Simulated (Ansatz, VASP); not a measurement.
**Si4Ru in VASP and in Ansatz**

```
CELL_PARAMETERS angstrom
4.49795 0.00000 0.00000
0.00000 4.49795 0.00000
0.00000 0.00000 4.49795
ATOMIC_POSITIONS crystal
Si 0.24378 0.75622 0.75622
Si 0.75622 0.24378 0.75622
Si 0.75622 0.75622 0.24378
Si 0.24378 0.24378 0.24378
Ru 0.00000 0.00000 0.00000
```

Change from the starting cell: species swapped into the SnI4 type (P-43m, No. 215).

Alike in both runs: task single point; functional PBE; k mesh 4 × 4 × 4; occupations gaussian, width 0.1 eV; no spin polarisation.

|  | VASP | Ansatz |
| --- | --- | --- |
| version | VASP 6.6.1 | Ansatz 0.2.0 |
| potentials or method | VASP PAW PBE potentials, release 64 (Si, Ru_pv), cutoff 520 eV | scalar-relativistic, plane waves, PAW |
| valence electrons in the cell | 30 | 32 |

```tsv
	VASP	Ansatz	Ansatz less VASP
gap on the k mesh at the Fermi level (eV)	none	none	-
rms of the force components (eV/Å)	6.027	5.991	-0.0362
```

Atom by atom the forces differ by 0.036 eV/Å (rms over components). A gap of «none» marks a metal or a gap that the smearing closes. VASP's potentials hold 30 valence electrons a cell and Ansatz's 32, so a difference there can come from the potentials and not from the codes.
